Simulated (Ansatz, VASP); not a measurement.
GaIr3: VASP beside Ansatz

```
CELL_PARAMETERS angstrom
2.78069 -3.76889 0.00000
2.78069 3.76889 0.00000
0.00000 0.00000 2.76754
ATOMIC_POSITIONS crystal
Ga 0.00000 0.00000 0.00000
Ir 0.50000 0.50000 0.00000
Ir 0.00000 0.50000 0.50000
Ir 0.50000 0.00000 0.50000
```

Change from the starting cell: species swapped into the CdPt3 type (Cmmm, No. 65).

Alike in both runs: functional PBE; k mesh 10 × 10 × 16; occupations gaussian, width 0.1 eV; no spin polarisation.

Ansatz relaxed the structure, and its values are those at the end. VASP's run is a single point on that final structure, the one shown.

|  | VASP | Ansatz |
| --- | --- | --- |
| version | VASP 6.6.1 | Ansatz 0.2.0 |
| potentials or method | VASP PAW PBE potentials, release 64 (Ga_d, Ir), cutoff 520 eV | scalar-relativistic, plane waves, PAW |
| valence electrons in the cell | 40 | 64 |

```csv
,VASP,Ansatz,Ansatz less VASP
gap on the k mesh at the Fermi level (eV),none,none,-
pressure (GPa),0.5,0.0,-0.46
```

A gap of «none» marks a metal or a gap that the smearing closes. VASP's potentials hold 40 valence electrons a cell and Ansatz's 64, so a difference there can come from the potentials and not from the codes.

Neither program's run includes spin-orbit coupling.
